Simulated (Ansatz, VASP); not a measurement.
SiC: VASP beside Ansatz

```xyz
8
Lattice="-3.0918 0.0000 0.0000 0.0000 0.0000 -5.0740 0.0000 -5.3551 0.0000" Properties=species:S:1:pos:R:3 pbc="T T T"
Si   -1.5459   -0.8925   -5.0509
Si    0.0000   -3.5701   -5.0509
Si    0.0000   -1.7850   -2.5139
Si   -1.5459   -4.4626   -2.5139
C    -1.5459   -0.8925   -3.1437
C     0.0000   -3.5701   -3.1437
C     0.0000   -1.7850   -0.6067
C    -1.5459   -4.4626   -0.6067
```

Alike in both runs: task single point; functional PBE; k mesh 10 × 6 × 6; occupations gaussian, width 0.05 eV; no spin polarisation.

|  | VASP | Ansatz |
| --- | --- | --- |
| version | VASP 6.6.1 | Ansatz 0.2.0 |
| potentials or method | VASP PAW PBE potentials, release 64 (Si, C), cutoff 520 eV | scalar-relativistic, plane waves, PAW |
| valence electrons in the cell | 32 | 32 |

```csv
,VASP,Ansatz,Ansatz less VASP
gap on the k mesh at the Fermi level (eV),2.34,2.35,+0.004
least direct gap on the mesh (eV),2.75,2.76,+0.003
pressure (GPa),0.0,0.0,+0.05
```
